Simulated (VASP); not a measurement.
Set up this calculation in VASP 6.6.1, as the native input.

| Quantity | Value |
| --- | --- |
| Task | single point |
| Functional | LDA |
| Potentials or basis | VASP PAW LDA potentials, release 64 (Sc_sv, Pd) |
| Cutoff | 520 eV |
| k mesh | 3 × 3 × 1 |
| Occupations | fermi-dirac, width 0.15 eV |
| Spin | no spin polarisation |
| Dipole correction | no |
| Further INCAR settings | ALGO = Normal; EDIFF = 1e-06; NBANDS = 83 |

The structure of Sc12Pd lies in POSCAR:

```
Sc12Pd
1.0
    6.6200000000      0.0000000000      0.0000000000
    3.3100000000      5.7330880000      0.0000000000
    0.0000000000      0.0000000000     18.2761400000
Sc Pd
12 1
Direct
    0.0000000000      0.0000000000      0.0547160943
    0.5000000000      0.0000000000      0.0547160943
    0.0000000000      0.5000000000      0.0547160943
    0.5000000000      0.5000000000      0.0547160943
   -0.1610780422      0.3284331236      0.1870715589
    0.3356464388      0.3316418656      0.1813926792
   -0.1603133988      0.8314730212      0.1868687808
    0.3282289679      0.8349097380      0.1860340860
   -0.0034118833      0.0012147031      0.3246200237
    0.5015109344      0.0000938412      0.3152233458
    0.0173735992      0.4902183605      0.3201363636
    0.5005822111      0.4952549132      0.3161386376
    0.3649167771      0.3126622162      0.4108974871
```

One way to write it, as run:

INCAR

```
  PREC = Accurate
  ENCUT = 520
  EDIFF = 1E-6
  ISMEAR = -1
  SIGMA = 0.15
  LREAL = F
  LASPH = T
  NELM = 80
  ALGO = Normal
  ISIF = 2
  LWAVE = F
  LCHARG = F
  GGA = CA
  NBANDS = 83
```

KPOINTS

```
regular mesh
0
Gamma
  3 3 1
```

Potentials or basis: VASP PAW LDA potentials, release 64 (Sc_sv, Pd).

Launch:

```console
$ cat potpaw_LDA.64/Sc_sv/POTCAR potpaw_LDA.64/Pd/POTCAR > POTCAR
$ mpirun -np 1 vasp_std > vasp.out
```

Results of the run:

```json
{
 "Largest force": "0.113 eV/Å",
 "Band gap on the k mesh": "zero (bands 71 and 72 overlap by 0.16 eV)"
}
```

Caveat: the k points lie up to 0.37 Å⁻¹ apart; there is no dipole correction, which matters where the two faces differ.

It took 23 min on 1 thread of Intel(R) Xeon(R) Platinum 8259CL CPU @ 2.50GHz (Skylake/Cascade Lake), on a shared host, peak memory 0.66 GiB.
